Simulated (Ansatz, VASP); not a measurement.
One calculation of SiGe4Pt, two programs

```xyz
6
Lattice="-3.0989 3.0989 2.8231 3.0989 -3.0989 2.8231 3.0989 3.0989 -2.8231" Properties=species:S:1:pos:R:3 pbc="T T T"
Si    0.0000    0.0000    2.8231
Ge    0.9483    4.0472    1.4116
Ge   -0.9483    2.1506    1.4116
Ge    4.0472   -0.9483    1.4116
Ge    2.1506    0.9483    1.4116
Pt    0.0000    0.0000    0.0000
```

Change from the starting cell: species swapped into the Zr4FeNi type (I422, No. 97).

Alike in both runs: functional PBE; k mesh 10 × 10 × 10; occupations gaussian, width 0.1 eV; no spin polarisation.

Ansatz relaxed the structure, and its values are those at the end. VASP's run is a single point on that final structure, the one shown.

```csv
,VASP,Ansatz
version,VASP 6.6.1,Ansatz 0.2.0
potentials or method,"VASP PAW PBE potentials, release 64 (Si, Ge_d, Pt), cutoff 520 eV","scalar-relativistic, plane waves, PAW"
valence electrons in the cell,70,78
```

```csv
,VASP,Ansatz,Ansatz less VASP
gap on the k mesh at the Fermi level (eV),none,none,-
pressure (GPa),0.0,0.0,0.00
```

A gap of «none» marks a metal or a gap that the smearing closes. The functional is the same, so the differences come from potentials, cutoffs and numerics. VASP's potentials hold 70 valence electrons a cell and Ansatz's 78, so a difference there can come from the potentials and not from the codes.

Spin-orbit coupling is off throughout.
